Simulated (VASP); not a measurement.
# MoS2 (R-3m) in VASP: further runs

The runs below take MoS2 through single point, with PBEsol+D4.

All numbers are computed with VASP 6.6.1; they aren't measurements. Logs are shortened: lines on timing, memory, paths and dates and some standing lists are left out, and cuts for length are marked.

## (1) The cell of the first run

It takes space group R-3m (No. 166, trigonal). Conventional cell: a = 3.171 Å, b = 3.171 Å, c = 18.345 Å, α = 90.00°, β = 90.00°, γ = 120.00°. Mo (site symmetry -3m) has 6 S at 2.39 Å and 6 Mo at 3.17 Å within 3.2 Å. S (site symmetry 3m) has 3 Mo at 2.39 Å and 6 S at 3.17 Å within 3.2 Å.

## (2) Single point, PBEsol+D4

INCAR reads:

```
PREC = Accurate ; ENCUT = 520
EDIFF = 1E-6 ; ISMEAR = 1
SIGMA = 0.2 ; LREAL = False
LASPH = True ; NELM = 100
ALGO = Normal ; ISIF = 2
LWAVE = False ; LCHARG = False
GGA = PS ; IVDW = 13
NBANDS = 20
```

KPOINTS reads:

```
regular mesh
0
Gamma
  11 11 11
```

POSCAR reads:

```
MoS2
1.0
    1.5855000000      0.9153900000      6.1150000000
   -1.5855000000      0.9153900000      6.1150000000
    0.0000000000     -1.8307800000      6.1150000000
Mo S
1 2
Direct
    0.0000000000      0.0000000000      0.0000000000
    0.7500000000      0.7500000000      0.7500000000
    0.2500000000      0.2500000000      0.2500000000
```

Potentials or basis: VASP PAW PBE potentials, release 64 (Mo_sv, S).

Run with:

```
cat potpaw_PBE.64/Mo_sv/POTCAR potpaw_PBE.64/S/POTCAR > POTCAR
mpirun -np 1 vasp_std > vasp.out
```

OUTCAR:

```text
PREC = Accurate
   ENCUT = 520
   EDIFF = 1E-6
   ISMEAR = 1
   LREAL = False
   LASPH = True
   NELM = 100
   ISIF = 2
   GGA = PS
   IVDW = 13

 ion  position               nearest neighbor table
   1  0.000  0.000  0.000-   2 2.39   2 2.39   3 2.39   3 2.39   2 2.39   3 2.39
   2  0.750  0.750  0.750-   1 2.39   1 2.39   1 2.39
   3  0.250  0.250  0.250-   1 2.39   1 2.39   1 2.39

  LATTYP: Found a trigonal (rhomboedric) cell.
 ALAT       =     6.3831789966
 COS(alpha) =     0.8766073686

  Lattice vectors:

 A1 = (   1.5855000000,   0.9153900000,   6.1150000000)
 A2 = (  -1.5855000000,   0.9153900000,   6.1150000000)
 A3 = (   0.0000000000,  -1.8307800000,   6.1150000000)

Analysis of symmetry for initial positions (statically):
=====================================================================
 Subroutine PRICEL returns:
 Original cell was already a primitive cell.

 Routine SETGRP: Setting up the symmetry group for a
 trigonal (rhombohedral) supercell.

 Subroutine GETGRP returns: Found 12 space group operations
 (whereof 12 operations were pure point group operations)
 out of a pool of 12 trial point group operations.

The static configuration has the point symmetry D_3d.

Analysis of symmetry for dynamics (positions and initial velocities):
=====================================================================
 Subroutine PRICEL returns:
 Original cell was already a primitive cell.

 Routine SETGRP: Setting up the symmetry group for a
 trigonal (rhombohedral) supercell.

 Subroutine GETGRP returns: Found 12 space group operations
 (whereof 12 operations were pure point group operations)
 out of a pool of 12 trial point group operations.

The dynamic configuration has the point symmetry D_3d.

 Subroutine INISYM returns: Found 12 space group operations
 (whereof 12 operations are pure point group operations),
 and found     1 'primitive' translations

----------------------------------------------------------------------------------------

                                     Primitive cell

  volume of cell :      53.2501

  direct lattice vectors                    reciprocal lattice vectors
     1.585500000  0.915390000  6.115000000     0.315357931  0.182071758  0.054510766
    -1.585500000  0.915390000  6.115000000    -0.315357931  0.182071758  0.054510766
     0.000000000 -1.830780000  6.115000000     0.000000000 -0.364143516  0.054510766

  length of vectors
     6.383178997  6.383178997  6.383179491     0.368201268  0.368201268  0.368200929

  position of ions in fractional coordinates (direct lattice)
     0.000000000  0.000000000  0.000000000
     0.750000000  0.750000000  0.750000000
     0.250000000  0.250000000  0.250000000

  ion indices of the primitive-cell ions
   primitive index   ion index
                 1           1
                 2           2
                 3           3

----------------------------------------------------------------------------------------

 KPOINTS: regular mesh

Automatic generation of k-mesh.
 Grid dimensions read from file:
 generate k-points for:   11   11   11

 Generating k-lattice:

  Cartesian coordinates                     Fractional coordinates (reciprocal lattice)
     0.028668903  0.016551978  0.004955524     0.090909091  0.000000000  0.000000000
    -0.028668903  0.016551978  0.004955524     0.000000000  0.090909091  0.000000000
     0.000000000 -0.033103956  0.004955524     0.000000000  0.000000000  0.090909091

  Length of vectors
     0.033472843  0.033472843  0.033472812

  Shift w.r.t. Gamma in fractional coordinates (k-lattice)
     0.000000000  0.000000000  0.000000000

 Subroutine IBZKPT returns following result:
 ===========================================

 Found    146 irreducible k-points:

 Following reciprocal coordinates:
            Coordinates               Weight
  0.000000  0.000000  0.000000      1.000000
  0.090909  0.000000 -0.000000      6.000000
  0.181818  0.000000 -0.000000      6.000000
  0.272727  0.000000  0.000000      6.000000
  0.363636  0.000000 -0.000000      6.000000
  0.454545  0.000000 -0.000000      6.000000
[... 16 lines left out ...]
 -0.272727  0.181818 -0.000000     12.000000
 -0.181818  0.181818  0.000000      6.000000
 [... further k-points ...]
   k-points           NKPTS =    146   k-points in BZ     NKDIM =    146   number of bands    NBANDS=     20
   number of dos      NEDOS =    301   number of ions     NIONS =      3
   total plane-waves  NPLWV = 110592
   dimension x,y,z NGX =    48 NGY =   48 NGZ =   48
   dimension x,y,z NGXF=    96 NGYF=   96 NGZF=   96
   ions per type =               1   2
   NGX,Y,Z   is equivalent  to a cutoff of  12.50, 12.50, 12.50 a.u.
   NGXF,Y,Z  is equivalent  to a cutoff of  25.00, 25.00, 25.00 a.u.
 SYSTEM =  unknown system
   PREC   = accura    normal or accurate (medium, high low for compatibility)
   ISTART =      0    job   : 0-new  1-cont  2-samecut
   ICHARG =      2    charge: 1-file 2-atom 10-const
   ISPIN  =      1    spin polarized calculation?
   LNONCOLLINEAR =      F non collinear calculations
   LSORBIT =      F    spin-orbit coupling
   LASPH  =      T    aspherical Exc in radial PAW
   ENCUT  =  520.0 eV  38.22 Ry    6.18 a.u.  11.87 11.87 11.87*2*pi/ulx,y,z
   NELM   =    100;   NELMIN=  2; NELMDL= -5     # of ELM steps
   EDIFF  = 0.1E-05   stopping-criterion for ELM
   LREAL  =      F    real-space projection
   EDIFFG = 0.1E-04   stopping-criterion for IOM
   NSW    =      0    number of steps for IOM
   IBRION =     -1    ionic relax: 0-MD 1-quasi-New 2-CG
   NFREE  =      0    steps in history (QN), initial steepest desc. (CG)
   ISIF   =      2    stress and relaxation
   ISYM   =      2    0-nonsym 1-usesym 2-fastsym
   POTIM  = 0.5000    time-step for ionic-motion
   TEBEG  =    0.0;   TEEND  =   0.0 temperature during run
   PSTRESS=    0.0 pullay stress
   NELECT =      26.0000    total number of electrons
   NUPDOWN=      -1.0000    fix difference up-down
   EMIN   =  10.00;   EMAX   =-10.00  energy-range for DOS
   EFERMI =   0.00;   METHOD = LEGACY
   ISMEAR =     1;   SIGMA  =   0.20  broadening in eV -4-tet -1-fermi 0-gaus
   EFERMI_NEDOS =   21; number of points for ismear=-14 and -15
   IALGO  =     38    algorithm
   IMIX   =      4    mixing-type and parameters
     AMIX     =   0.40;   BMIX     =  1.00
     AMIX_MAG =   1.60;   BMIX_MAG =  1.00
  volume/ion in A,a.u.               =      17.75       119.78
  Fermi-wavevector in a.u.,A,eV,Ry     =   1.289118  2.436079 22.610494  1.661824
  Thomas-Fermi vector in A             =   2.421030
   LORBIT       =      0    0 simple, 1 ext, 2 COOP (PROOUT), +10 PAW based schemes
   GGA     = PS    functional components
   LHFCALC =     F    Hartree Fock is set to
   AEXX    =    0.0000 exact exchange contribution
   IVDW    =    13    specifies the selected vdW correction
   LEPSILON=     F    determine dielectric tensor
   LRPA    =     F    only Hartree local field effects (RPA)
 non-spin polarized calculation
 Methfessel and Paxton  Order N= 1 SIGMA  =   0.20
  energy-cutoff  :      520.00
  volume of cell :       53.25
 maximum number of plane-waves:      1452
   NGX = 23   NGY = 23   NGZ = 23

 number of electron      25.9999998 magnetization

 Free energy of the ion-electron system (eV)
  ---------------------------------------------------
  ext. energy  EPLUGINS =         0.00000000
  ---------------------------------------------------
  free energy    TOTEN  =       -22.58991513 eV

  energy without entropy =      -22.58838223  energy(sigma->0) =      -22.58940416

 E-fermi :   7.7506     XC(G=0): -11.0052

 val. band max:        7.7488053040   @ k =  -0.2727   0.2727   0.0000
 cond. band min:       7.7616276497   @ k =  -0.1818   0.3636   0.0909
 fundamental gap:      0.0128223458
 Fermi energy:         7.7505610511

 k-point     1 :       0.0000    0.0000    0.0000
  band No.  band energies     occupation
      1     -53.9859      2.00000
      2     -28.1018      2.00000
      3     -28.0076      2.00000
      4     -28.0075      2.00000
      5      -7.4877      2.00000
      6      -5.8290      2.00000
[... 12 lines left out ...]
     19      14.3164      0.00000
     20      17.2335      0.00000

 k-point     2 :       0.0909    0.0000   -0.0000
  band No.  band energies     occupation
      1     -53.9827      2.00000
      2     -28.0953      2.00000
      3     -28.0402      2.00000
      4     -28.0149      2.00000
      5      -7.3502      2.00000
      6      -5.8068      2.00000
[... 12 lines left out ...]
     19      14.7928      0.00000
     20      16.7707      0.00000

 k-point     3 :       0.1818    0.0000   -0.0000
  band No.  band energies     occupation
      1     -53.9740      2.00000
      2     -28.1271      2.00000
      3     -28.0776      2.00000
      4     -28.0347      2.00000
      5      -6.9636      2.00000
      6      -5.7396      2.00000
[... 12 lines left out ...]
     19      15.5139      0.00000
     20      16.7780      0.00000

 k-point     4 :       0.2727    0.0000    0.0000
  band No.  band energies     occupation
      1     -53.9627      2.00000
      2     -28.2389      2.00000
      3     -28.0605      2.00000
      4     -28.0546      2.00000
      5      -6.4245      2.00000
      6      -5.6091      2.00000
[... 12 lines left out ...]
     19      15.4772      0.00000
     20      16.8069      0.00000

 k-point     5 :       0.3636    0.0000   -0.0000
  band No.  band energies     occupation
      1     -53.9522      2.00000
      2     -28.3400      2.00000
      3     -28.0841      2.00000
      4     -28.0334      2.00000
      5      -5.9876      2.00000
      6      -5.3098      2.00000
[... 12 lines left out ...]
     19      15.0059      0.00000
     20      15.8771      0.00000
[... 353 lines left out ...]
      6      -4.9899      2.00000
[... 12 lines left out ...]
     19      15.3736      0.00000
     20      16.2201      0.00000

 k-point    22 :      -0.3636    0.1818    0.0000
  band No.  band energies     occupation
      1     -53.9431      2.00000
      2     -28.3626      2.00000
      3     -28.1709      2.00000
      4     -28.0150      2.00000
      5      -5.5532      2.00000
      6      -5.0230      2.00000
[... 12 lines left out ...]
     19      15.4073      0.00000
     20      16.3939      0.00000

 k-point    23 :      -0.2727    0.1818   -0.0000
  band No.  band energies     occupation
      1     -53.9483      2.00000
      2     -28.3278      2.00000
      3     -28.1436      2.00000
      4     -28.0256      2.00000
      5      -5.6527      2.00000
      6      -5.3818      2.00000
[... 12 lines left out ...]
     19      15.6444      0.00000
     20      16.1789      0.00000

 k-point    24 :      -0.1818    0.1818    0.0000
  band No.  band energies     occupation
      1     -53.9571      2.00000
      2     -28.2660      2.00000
      3     -28.1004      2.00000
      4     -28.0432      2.00000
      5      -6.1066      2.00000
      6      -5.5763      2.00000
[... 12 lines left out ...]
     19      16.2069      0.00000
     20      16.3089      0.00000

 [... further k-points ...]

------------------------ aborting loop because EDIFF is reached ----------------------------------------

  DFT-D4 for vdW energy calculation

  Edisp (eV):   -0.73857

  FORCE on cell =-STRESS in cart. coord.  units (eV):
  Direction    XX          YY          ZZ          XY          YZ          ZX
  --------------------------------------------------------------------------------------
  -------------------------------------------------------------------------------------
  Total      -0.29088    -0.29088     1.33570     0.00000    -0.00000     0.00000
  in kB      -8.75203    -8.75205    40.18814     0.00000    -0.00000     0.00000
  external pressure =        7.56 kB  Pullay stress =        0.00 kB

 VOLUME and BASIS-vectors are now :
 -----------------------------------------------------------------------------
  energy-cutoff  :      520.00
  volume of cell :       53.25
      direct lattice vectors                 reciprocal lattice vectors
     1.585500000  0.915390000  6.115000000     0.315357931  0.182071758  0.054510766
    -1.585500000  0.915390000  6.115000000    -0.315357931  0.182071758  0.054510766
     0.000000000 -1.830780000  6.115000000     0.000000000 -0.364143516  0.054510766

 POSITION                                       TOTAL-FORCE (eV/Angst)
 -----------------------------------------------------------------------------------
      0.00000      0.00000      0.00000         0.000000     -0.000000     -0.000000
      0.00000      0.00000     13.75875         0.000000      0.000000      0.774014
      0.00000      0.00000      4.58625         0.000000      0.000000     -0.774014
 -----------------------------------------------------------------------------------
    total drift:                               -0.000000      0.000000      0.000000

  FREE ENERGIE OF THE ION-ELECTRON SYSTEM (eV)
  ---------------------------------------------------
  free  energy   TOTEN  =       -23.3284833239 eV

  energy  without entropy=      -23.3269504259  energy(sigma->0) =      -23.32797236
```

It took 11 min on 1 thread of Intel Xeon Platinum 8259CL at 2.50GHz (Skylake/Cascade Lake), shared host; peak memory 0.4 GiB.

Results:

```
Free energy                : -23.3285 eV
Pressure                   : 0.8 GPa
Largest force              : 0.774 eV/Å
Band gap on the k mesh     : zero (bands 13 and 14 overlap by 0.54 eV)
Dispersion energy per atom : -0.246 eV
```

Forces on the atoms (eV/Å):
```
Mo   0.000  0.000  0.000
S    0.000  0.000  0.774
S    0.000  0.000 -0.774
```

Caveat: the PAW data sets were made with another functional, which shifts forces and pressure a little.

## (3) Single point, PBEsol+D4

INCAR reads:

```
SYSTEM = MoS2
ALGO = Normal ; EDIFF = 1E-7
ENCUT = 520 ; GGA = PS
ISIF = 2 ; ISMEAR = 1
IVDW = 13 ; LASPH = .TRUE.
LCHARG = .FALSE. ; LREAL = .FALSE.
LWAVE = .FALSE. ; NBANDS = 20
NELM = 60 ; PREC = Accurate
SIGMA = 0.1
```

KPOINTS reads:

```
k-points
0
G
  11 11 11
  0 0 0
```

POSCAR is that of step 2.

Potentials or basis: VASP PAW PBE potentials, release 64 (Mo_sv, S).

Run with:

```
cat potpaw_PBE.64/Mo_sv/POTCAR potpaw_PBE.64/S/POTCAR > POTCAR
mpirun -np 1 vasp_std > vasp.out
```

It took 12 min on 1 thread of Intel Xeon Platinum 8259CL at 2.50GHz (Skylake/Cascade Lake), shared host; peak memory 0.4 GiB.

The run converged. Its results:

| Property | Result |
| --- | --- |
| Free energy | -23.3280 eV |
| Pressure | 0.7 GPa |
| Largest force | 0.788 eV/Å |
| Band gap on the k mesh | zero (bands 13 and 14 overlap by 0.54 eV) |
| Dispersion energy per atom | -0.246 eV |

Forces on the atoms (eV/Å):
```
Mo   0.000  0.000  0.000
S    0.000  0.000  0.788
S    0.000  0.000 -0.788
```

Stress tensor (GPa, compression positive):
```
-0.98  0.00  0.00
 0.00 -0.98  0.00
 0.00  0.00  4.12
```

Levels at points of the mesh, in eV from the Fermi level:
```tsv
k point	band 11	band 12	band 13	band 14	band 15	band 16
(0.00, 0.00, 0.00)	-1.33	-1.12	-1.12	-0.30	-0.30	3.33
```

Caveat: the PAW data sets were made with another functional, which shifts forces and pressure a little.
